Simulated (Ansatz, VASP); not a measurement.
## Two plane-wave programs on Ti

```
Ti
1.0
     0.00000    2.78021    2.78021
     2.78021    0.00000    2.78021
     2.78021    2.78021    0.00000
Ti
2
Direct
  0.50000 0.50000 0.50000
  0.75000 0.75000 0.75000
```

Alike in both runs: functional r2SCAN; k mesh 10 × 10 × 10; occupations gaussian, width 0.1 eV; no spin polarisation.

Ansatz relaxed the structure, and its values are those at the end. VASP's run is a single point on that final structure, the one shown.

```csv
,VASP,Ansatz
version,VASP 6.6.1,Ansatz 0.2.0
potentials or method,"VASP PAW PBE potentials, release 64 (Ti_sv), cutoff 520 eV","scalar-relativistic, plane waves, PAW"
valence electrons in the cell,24,24
```

```tsv
	VASP	Ansatz	Ansatz less VASP
gap on the k mesh at the Fermi level (eV)	none	none	-
pressure (GPa)	0.3	0.0	-0.35
```

VASP's potentials were made for PBE, not for r2SCAN. A gap of «none» marks a metal or a gap that the smearing closes.
